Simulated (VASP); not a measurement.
Write the native input for VASP 6.6.1 that does the following.

* Task: single point
* Functional: PBE
* Potentials or basis: VASP PAW PBE potentials, release 64 (Pd, Tl_d)
* Cutoff: 520 eV
* k mesh: 5 × 5 × 5
* Occupations: methfessel-paxton, width 0.1 eV
* Spin: no spin polarisation
* Dipole correction: no
* Further INCAR settings: ALGO = Normal; EDIFF = 1e-06; NBANDS = 32

The structure of Tl3Pd lies in POSCAR:

```
Tl3Pd
1.0
    4.6256981366      0.0000000000      0.0000000000
    0.0000000000      4.6256981366      0.0000000000
    0.0000000000      0.0000000000      4.6256981366
Pd Tl
1 3
Direct
    0.0000000000      0.0000000000      0.0000000000
    0.0000000000      0.5000000000      0.5000000000
    0.5000000000      0.0000000000      0.5000000000
    0.5000000000      0.5000000000      0.0000000000
```

One way to write it, as run:

INCAR

```
SYSTEM = Tl3Pd
ALGO = Normal
EDIFF = 1E-6
ENCUT = 520
GGA = PE
ISIF = 2
ISMEAR = 1
LASPH = .TRUE.
LCHARG = .FALSE.
LREAL = .FALSE.
LWAVE = .FALSE.
NBANDS = 32
NELM = 100
PREC = Accurate
SIGMA = 0.1
```

KPOINTS

```
k-points
0
G
  5 5 5
  0 0 0
```

Potentials or basis: VASP PAW PBE potentials, release 64 (Pd, Tl_d).

Launch:

```bash
$ cat potpaw_PBE.64/Pd/POTCAR potpaw_PBE.64/Tl_d/POTCAR > POTCAR
$ mpirun -np 1 vasp_std > vasp.out
```

It gave:

```
Pressure : 0.8 GPa
```

Wall time 11 s on 1 thread of Intel(R) Xeon(R) 6975P-C (Granite Rapids), on a shared host, peak memory 0.21 GiB.
